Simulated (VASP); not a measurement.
**SiNi3: single point with PBEsol**

SiNi3:

```
Si Ni
1.0
     3.46125    0.00000    0.00000
     0.00000    3.46125    0.00000
     0.00000    0.00000    3.46125
Si Ni
1 3
Direct
  0.00000 0.00000 0.00000
  0.00000 0.51806 0.50000
  0.50000 0.01806 0.50000
  0.50000 0.51806 0.00000
```

This cell differs from its parent crystal: all Ni atoms moved +0.062 Å, as atom 2 along Cartesian [0 1 0].

| Quantity | Value |
| --- | --- |
| Program | VASP 6.6.1 |
| Task | single point |
| Functional | PBEsol |
| Potentials or basis | VASP PAW PBE potentials, release 64 (Si, Ni) |
| Cutoff | 520 eV |
| k mesh | 14 × 14 × 14 |
| Occupations | gaussian, width 0.15 eV |
| Spin | no spin polarisation |
| Dipole correction | no |
| Further INCAR settings | ALGO = Fast; EDIFF = 1e-07; NBANDS = 25 |

| Property | Result |
| --- | --- |
| Pressure | 0.3 GPa |
| Largest force | 0.385 eV/Å |
| Band gap on the k mesh | zero (band 17 reaches 11.13 eV, above the bottom of band 18 at 10.88 eV) |

Forces on the atoms (eV/Å):
```
Si   0.000  0.385  0.000
Ni   0.000 -0.209  0.000
Ni   0.000  0.032  0.000
Ni   0.000 -0.209  0.000
```

Stress tensor (GPa, compression positive):
```
0.27 0.00 0.00
0.00 0.36 0.00
0.00 0.00 0.27
```

Levels at points of the mesh, in eV from the Fermi level:
| k point | band 14 | band 15 | band 16 | band 17 | band 18 | band 19 | band 20 | band 21 |
| --- | --- | --- | --- | --- | --- | --- | --- | --- |
| (0.00, 0.00, 0.00) | -0.66 | -0.65 | -0.32 | 0.02 | 0.02 | 0.02 | 5.18 | 6.48 |
| (0.50, 0.00, 0.00) | -1.38 | -1.23 | -0.59 | 0.02 | 3.74 | 3.76 | 5.32 | 5.33 |
| (0.00, 0.50, 0.00) | -1.37 | -1.23 | -0.59 | 0.02 | 3.76 | 3.76 | 5.33 | 5.33 |
| (0.50, 0.50, 0.00) | -1.52 | -1.19 | -1.09 | -1.02 | 0.68 | 0.69 | 5.84 | 6.52 |
| (0.50, 0.00, 0.50) | -1.52 | -1.19 | -1.09 | -1.03 | 0.68 | 0.68 | 5.70 | 6.67 |
| (0.50, 0.50, 0.50) | -1.34 | -1.32 | -0.54 | -0.23 | -0.23 | -0.23 | 1.38 | 4.16 |

Wall time 4.9 min on 1 thread of Intel Xeon 6975P-C, on a shared host, peak memory 0.35 GiB.

Caveat: the cell differs from its parent crystal (all Ni atoms moved +0.062 Å, as atom 2 along Cartesian [0 1 0]); the PAW data sets were made with another functional, which shifts forces and pressure a little. Spin polarisation is off, so any magnetic state and its effect on volume and gap are missing.
